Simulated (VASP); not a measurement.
# BN (R3m) in VASP: further runs, part 2 of 2

VASP 6.6.1. Earlier steps stand in the parts before.

### Step 4. Single point, PBE+D3(BJ)

File INCAR:

```
SYSTEM = BN
ALGO     = Normal         ! electronic algorithm
EDIFF    = 1E-6           ! SCF threshold, eV
ENCUT    = 600            ! plane-wave cutoff, eV
GGA      = PE             ! functional
GGA_COMPAT= .FALSE.      
ISIF     = 2              ! what is computed and relaxed
ISMEAR   = 0              ! smearing method
IVDW     = 12             ! dispersion correction
LASPH    = .TRUE.         ! aspherical terms in the spheres
LCHARG   = .FALSE.        ! write CHGCAR
LREAL    = .FALSE.        ! projectors in reciprocal space
LWAVE    = .FALSE.        ! write WAVECAR
NBANDS   = 11             ! bands
NELM     = 120            ! most SCF steps
PREC     = Accurate       ! precision mode
SIGMA    = 0.05           ! smearing width, eV
```

File KPOINTS:

```
k-points
0
G
  12 12 12
  0 0 0
```

File POSCAR:

```
BN
1.0
    1.2027024292      0.6943805712      3.2955578494
   -1.2027024292      0.6943805712      3.2955578494
    0.0000000000     -1.3887611425      3.2955578494
B N
1 1
Direct
    0.9996948958      0.9996948958      0.9996948958
    0.3327381042      0.3327381042      0.3327381042
```

Potentials or basis: VASP PAW PBE potentials, release 64 (B, N).

Run with:

```bash
$ cat potpaw_PBE.64/B/POTCAR potpaw_PBE.64/N/POTCAR > POTCAR
$ mpirun -np 1 vasp_std > vasp.out
```

OUTCAR:

```text
SYSTEM = BN
   EDIFF = 1E-6
   ENCUT = 600
   GGA = PE
   ISIF = 2
   ISMEAR = 0
   IVDW = 12
   LASPH = .TRUE.
   LREAL = .FALSE.
   NELM = 120
   PREC = Accurate
 IVDW          = 12

 ion  position               nearest neighbor table
   1  1.000  1.000  1.000-   2 1.39   2 1.39   2 1.39
   2  0.333  0.333  0.333-   1 1.39   1 1.39   1 1.39

  LATTYP: Found a trigonal (rhomboedric) cell.
 ALAT       =     3.5762213368
 COS(alpha) =     0.7737974002

  Lattice vectors:

 A1 = (   1.2027024292,   0.6943805712,   3.2955578494)
 A2 = (  -1.2027024292,   0.6943805712,   3.2955578494)
 A3 = (   0.0000000000,  -1.3887611425,   3.2955578494)

Analysis of symmetry for initial positions (statically):
=====================================================================
 Subroutine PRICEL returns:
 Original cell was already a primitive cell.

 Routine SETGRP: Setting up the symmetry group for a
 trigonal (rhombohedral) supercell.

 Subroutine GETGRP returns: Found  6 space group operations
 (whereof  6 operations were pure point group operations)
 out of a pool of 12 trial point group operations.

The static configuration has the point symmetry C_3v.

Analysis of symmetry for dynamics (positions and initial velocities):
=====================================================================
 Subroutine PRICEL returns:
 Original cell was already a primitive cell.

 Routine SETGRP: Setting up the symmetry group for a
 trigonal (rhombohedral) supercell.

 Subroutine GETGRP returns: Found  6 space group operations
 (whereof  6 operations were pure point group operations)
 out of a pool of 12 trial point group operations.

The dynamic configuration has the point symmetry C_3v.

 Subroutine INISYM returns: Found  6 space group operations
 (whereof  6 operations are pure point group operations),
 and found     1 'primitive' translations

----------------------------------------------------------------------------------------

                                     Primitive cell

  volume of cell :      16.5134

  direct lattice vectors                    reciprocal lattice vectors
     1.202702429  0.694380571  3.295557849     0.415730432  0.240022077  0.101146255
    -1.202702429  0.694380571  3.295557849    -0.415730432  0.240022077  0.101146255
     0.000000000 -1.388761142  3.295557849     0.000000000 -0.480044153  0.101146255

  length of vectors
     3.576221337  3.576221337  3.576221337     0.490584298  0.490584298  0.490584298

  position of ions in fractional coordinates (direct lattice)
     0.999694896  0.999694896  0.999694896
     0.332738104  0.332738104  0.332738104

  ion indices of the primitive-cell ions
   primitive index   ion index
                 1           1
                 2           2

----------------------------------------------------------------------------------------

 KPOINTS: k-points

Automatic generation of k-mesh.
 Grid dimensions read from file:
 generate k-points for:   12   12   12

 Generating k-lattice:

  Cartesian coordinates                     Fractional coordinates (reciprocal lattice)
     0.034644203  0.020001840  0.008428855     0.083333333  0.000000000  0.000000000
    -0.034644203  0.020001840  0.008428855     0.000000000  0.083333333  0.000000000
     0.000000000 -0.040003679  0.008428855     0.000000000  0.000000000  0.083333333

  Length of vectors
[... 38 lines left out ...]
   number of dos      NEDOS =    301   number of ions     NIONS =      2
   total plane-waves  NPLWV =  27000
   dimension x,y,z NGX =    30 NGY =   30 NGZ =   30
   dimension x,y,z NGXF=    60 NGYF=   60 NGZF=   60
   ions per type =               1   1
   NGX,Y,Z   is equivalent  to a cutoff of  13.95, 13.95, 13.95 a.u.
   NGXF,Y,Z  is equivalent  to a cutoff of  27.89, 27.89, 27.89 a.u.
 SYSTEM =  BN
   PREC   = accura    normal or accurate (medium, high low for compatibility)
   ISTART =      0    job   : 0-new  1-cont  2-samecut
   ICHARG =      2    charge: 1-file 2-atom 10-const
   ISPIN  =      1    spin polarized calculation?
   LNONCOLLINEAR =      F non collinear calculations
   LSORBIT =      F    spin-orbit coupling
   LASPH  =      T    aspherical Exc in radial PAW
   ENCUT  =  600.0 eV  44.10 Ry    6.64 a.u.   7.14  7.14  7.14*2*pi/ulx,y,z
   NELM   =    120;   NELMIN=  2; NELMDL= -5     # of ELM steps
   EDIFF  = 0.1E-05   stopping-criterion for ELM
   LREAL  =      F    real-space projection
   EDIFFG = 0.1E-04   stopping-criterion for IOM
   NSW    =      0    number of steps for IOM
   IBRION =     -1    ionic relax: 0-MD 1-quasi-New 2-CG
   NFREE  =      0    steps in history (QN), initial steepest desc. (CG)
   ISIF   =      2    stress and relaxation
   ISYM   =      2    0-nonsym 1-usesym 2-fastsym
   POTIM  = 0.5000    time-step for ionic-motion
   TEBEG  =    0.0;   TEEND  =   0.0 temperature during run
   PSTRESS=    0.0 pullay stress
   NELECT =       8.0000    total number of electrons
   NUPDOWN=      -1.0000    fix difference up-down
   EMIN   =  10.00;   EMAX   =-10.00  energy-range for DOS
   EFERMI =   0.00;   METHOD = LEGACY
   ISMEAR =     0;   SIGMA  =   0.05  broadening in eV -4-tet -1-fermi 0-gaus
   EFERMI_NEDOS =   21; number of points for ismear=-14 and -15
   IALGO  =     38    algorithm
   IMIX   =      4    mixing-type and parameters
     AMIX     =   0.40;   BMIX     =  1.00
     AMIX_MAG =   1.60;   BMIX_MAG =  1.00
  volume/ion in A,a.u.               =       8.26        55.72
  Fermi-wavevector in a.u.,A,eV,Ry     =   1.285759  2.429732 22.492822  1.653176
  Thomas-Fermi vector in A             =   2.417874
   LORBIT       =      0    0 simple, 1 ext, 2 COOP (PROOUT), +10 PAW based schemes
   GGA     = PE    functional components
   LHFCALC =     F    Hartree Fock is set to
   AEXX    =    0.0000 exact exchange contribution
   IVDW    =    12    specifies the selected vdW correction
   LEPSILON=     F    determine dielectric tensor
   LRPA    =     F    only Hartree local field effects (RPA)
 non-spin polarized calculation
 Gauss-broadening in eV      SIGMA  =   0.05
  energy-cutoff  :      600.00
  volume of cell :       16.51
 maximum number of plane-waves:       562
 NGX is ok and might be reduce to    30
   NGX = 15   NGY = 15   NGZ = 15

 number of electron       8.0000000 magnetization

 Free energy of the ion-electron system (eV)
  ---------------------------------------------------
  ext. energy  EPLUGINS =         0.00000000
  ---------------------------------------------------
  free energy    TOTEN  =       -17.33314212 eV

  energy without entropy =      -17.33314212  energy(sigma->0) =      -17.33314212

 E-fermi :   3.1157     XC(G=0): -10.3759

 val. band max:        2.8463560721   @ k =  -0.3333   0.3333   0.0000
 cond. band min:       7.2960047929   @ k =   0.5000   0.5000   0.0000
 fundamental gap:      4.4496487208
 Fermi energy:         3.1156642511

 k-point     1 :       0.0000    0.0000    0.0000
  band No.  band energies     occupation
      1     -15.6723      2.00000
      2      -1.8945      2.00000
      3       1.7193      2.00000
      4       1.7193      2.00000
      5       8.0998      0.00000
      6      15.5494      0.00000
      7      15.5494      0.00000
      8      17.4787      0.00000
      9      19.8491      0.00000
     10      30.8720      0.00000
     11      32.4454      0.00000
[... 309 lines left out ...]
 k-point    24 :      -0.4167    0.1667   -0.0000
  band No.  band energies     occupation
      1     -11.8079      2.00000
      2      -6.2582      2.00000
      3      -2.7828      2.00000
      4       2.4709      2.00000
      5       8.3405      0.00000
      6      15.3456      0.00000
      7      17.3183      0.00000
      8      18.0586      0.00000
      9      21.4749      0.00000
     10      26.1020      0.00000
     11      27.9955      0.00000

 [... further k-points ...]

------------------------ aborting loop because EDIFF is reached ----------------------------------------

 Edisp (eV)   -0.30747

 E8    (eV) :    -0.0901

  FORCE on cell =-STRESS in cart. coord.  units (eV):
  Direction    XX          YY          ZZ          XY          YZ          ZX
  --------------------------------------------------------------------------------------
  -------------------------------------------------------------------------------------
  Total       5.54810     5.54810    -0.05926     0.00000     0.00000     0.00000
  in kB     538.29311   538.29311    -5.74942     0.00000     0.00000     0.00000
  external pressure =      356.95 kB  Pullay stress =        0.00 kB

 VOLUME and BASIS-vectors are now :
 -----------------------------------------------------------------------------
  energy-cutoff  :      600.00
  volume of cell :       16.51
      direct lattice vectors                 reciprocal lattice vectors
     1.202702429  0.694380571  3.295557849     0.415730432  0.240022077  0.101146255
    -1.202702429  0.694380571  3.295557849    -0.415730432  0.240022077  0.101146255
     0.000000000 -1.388761142  3.295557849     0.000000000 -0.480044153  0.101146255

 POSITION                                       TOTAL-FORCE (eV/Angst)
 -----------------------------------------------------------------------------------
      0.00000     -0.00000      9.88366         0.000000      0.000000     -0.004967
      0.00000     -0.00000      3.28967         0.000000     -0.000000      0.004967
 -----------------------------------------------------------------------------------
    total drift:                               -0.000000      0.000000     -0.000004

  FREE ENERGIE OF THE ION-ELECTRON SYSTEM (eV)
  ---------------------------------------------------
  free  energy   TOTEN  =       -17.6406119067 eV

  energy  without entropy=      -17.6406119067  energy(sigma->0) =      -17.64061191
```

Wall time 61 s (1 thread of Intel Xeon Platinum 8375C at 2.90GHz (Ice Lake), shared host); peak memory 0.2 GiB.

Results:

| Item | Value |
| --- | --- |
| Free energy | -17.6406 eV |
| Pressure | 35.7 GPa |
| Largest force | 0.005 eV/Å |
| Band gap on the k mesh | 4.45 eV (least direct gap 4.99 eV) |
| Dispersion energy per atom | -0.154 eV |

Forces on the atoms (eV/Å):
```
B    0.000  0.000 -0.005
N    0.000  0.000  0.005
```

Caveat: the stress differs along the axes, from -1 to 54 GPa. A k mesh can miss the band edges.

### Step 5. Single point, PBE+D3(BJ) (atoms displaced along a vibrational mode, the cell strained)

File INCAR:

```
SYSTEM = BN
  PREC = Accurate
  ENCUT = 600
  EDIFF = 1E-6
  ISMEAR = 0
  SIGMA = 0.05
  LREAL = .FALSE.
  LASPH = .TRUE.
  NELM = 120
  ALGO = Normal
  ISIF = 2
  LWAVE = .FALSE.
  LCHARG = .FALSE.
  GGA = PE
  IVDW = 12
  NBANDS = 11
  GGA_COMPAT = .FALSE.
```

File KPOINTS:

```
Automatic mesh
0
G
  12 12 12
  0 0 0
```

File POSCAR:

```
BN
1.0
    1.2193648691      0.7040006354      3.2955578494
   -1.2193648691      0.7040006354      3.2955578494
    0.0000000000     -1.4080012708      3.2955578494
B N
1 1
Direct
    0.9922303022      0.9922303022      0.9922303022
    0.3384989564      0.3384989564      0.3384989564
```

Run with:

```bash
$ cat potpaw_PBE.64/B/POTCAR potpaw_PBE.64/N/POTCAR > POTCAR
$ mpirun -np 1 vasp_std > vasp.out
```

It took 84 s on 1 thread of Intel Xeon Platinum 8375C at 2.90GHz (Ice Lake), shared host; peak memory 0.2 GiB.

The run converged. Its results:

| Item | Value |
| --- | --- |
| Free energy | -17.6640 eV |
| Pressure | 20.6 GPa |
| Largest force | 1.578 eV/Å |
| Band gap on the k mesh | 4.09 eV (least direct gap 4.80 eV) |
| Dispersion energy per atom | -0.150 eV |

Forces on the atoms (eV/Å):
```
B    0.000  0.000  1.578
N    0.000  0.000 -1.578
```

Stress tensor (GPa, compression positive):
```
32.08  0.00  0.00
 0.00 32.08  0.00
 0.00  0.00 -2.39
```

Levels at points of the mesh, in eV from the valence-band top:
```tsv
k point	band 1	band 2	band 3	band 4	band 5	band 6	band 7	band 8
(0.00, 0.00, 0.00)	-18.22	-4.42	-1.04	-1.04	4.99	12.37	12.37	14.31
(0.50, 0.00, 0.00)	-14.76	-9.17	-4.03	-0.69	5.62	10.50	13.71	15.28
(0.50, 0.50, 0.00)	-14.67	-9.05	-4.10	-1.19	4.09	10.77	15.01	18.52
(0.50, 0.50, 0.50)	-17.91	-6.60	-1.06	-1.06	10.33	12.25	12.25	13.86
```

Caveat: the cell differs from its parent crystal (atoms displaced along a vibrational mode, the cell strained); the stress differs along the axes, from -2 to 32 GPa; forces of over 1 eV/Å act on the atoms, so gaps and moduli don't describe the material at rest.

### Step 6. The runs side by side

```csv
cell,gap on the mesh (eV),pressure (GPa),largest force (eV/Å)
"a = 3.576 Å, angles 39.3°, 2 atoms, atomic positions A",4.55,34.7,1.00
"a = 3.576 Å, angles 39.3°, 2 atoms, atomic positions B",4.02,32.5,2.04
"a = 3.576 Å, angles 39.3°, 2 atoms, atomic positions C",4.45,35.7,-
"a = 3.584 Å, angles 39.8°, 2 atoms, atomic positions D",4.09,20.6,1.58
```

Alike in all rows: task single point; level PBE+D3(BJ); potentials or basis VASP PAW PBE potentials, release 64 (B, N); no spin polarisation; k mesh 12 × 12 × 12; cutoff (eV) 600; smearing gaussian 0.05 eV.

Caveats: forces of over 1 eV/Å act on the atoms, so gaps and moduli don't describe the material at rest (at least some runs); the stress differs along the axes, from -2 to 53 GPa (at least some runs); the stress differs along the axes, from -4 to 51 GPa (at least some runs); the stress differs along the axes, from -1 to 54 GPa (at least some runs); the stress differs along the axes, from -2 to 32 GPa (at least some runs).

Total energies depend on the potentials used, so only differences within one code and one set of settings carry meaning.
